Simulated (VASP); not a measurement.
Write the native input for VASP 6.6.1 that does the following.

* Task: single point
* Functional: LDA
* Potentials or basis: VASP PAW LDA potentials, release 64 (Zn, S)
* Cutoff: 520 eV
* k mesh: 12 × 12 × 6
* Occupations: gaussian, width 0.02 eV
* Spin: collinear spin
* Starting moments: [2.0, -1.0, -2.0, -1.0] μB
* Dipole correction: no
* Further INCAR settings: ALGO = Normal; EDIFF = 1e-06; NBANDS = 30

The structure of ZnS lies in POSCAR:

```
ZnS
1.0
    3.7381855460      0.0000000000      0.0000000000
   -1.8690927730      3.2373636469      0.0000000000
    0.0000000000      0.0000000000      6.1430624446
Zn S
2 2
Direct
    0.3333333333      0.6666666667      0.0055895217
    0.6666666667      0.3333333333      0.5055895217
    0.3333333333      0.6666666667      0.3794104783
    0.6666666667      0.3333333333      0.8794104783
```

These files were run (other wordings do the same):

INCAR

```
SYSTEM = ZnS
PREC = Accurate
ENCUT = 520
EDIFF = 1E-6
ISMEAR = 0
SIGMA = 0.02
LREAL = .FALSE.
LASPH = .TRUE.
NELM = 150
ALGO = Normal
ISIF = 2
LWAVE = .FALSE.
LCHARG = .FALSE.
ISPIN = 2
MAGMOM = 2 -1 -2 -1
LORBIT = 11
NBANDS = 30
```

KPOINTS

```
regular mesh
0
G
  12 12 6
  0 0 0
```

Potentials or basis: VASP PAW LDA potentials, release 64 (Zn, S).

The run is started by

```console
$ cat potpaw_LDA.64/Zn/POTCAR potpaw_LDA.64/S/POTCAR > POTCAR
$ mpirun -np 1 vasp_std > vasp.out
```

Results of the run:

The pressure is 0.2 GPa and the band gap on the k mesh is 2.23 eV. The net moment is 0.00 μB per cell and the valence electrons inside the program's atomic spheres are Zn 10.89; S 3.76.

Wall time 3.5 min on 1 thread of Intel(R) Xeon(R) 6975P-C (Granite Rapids), on a shared host, peak memory 0.38 GiB.
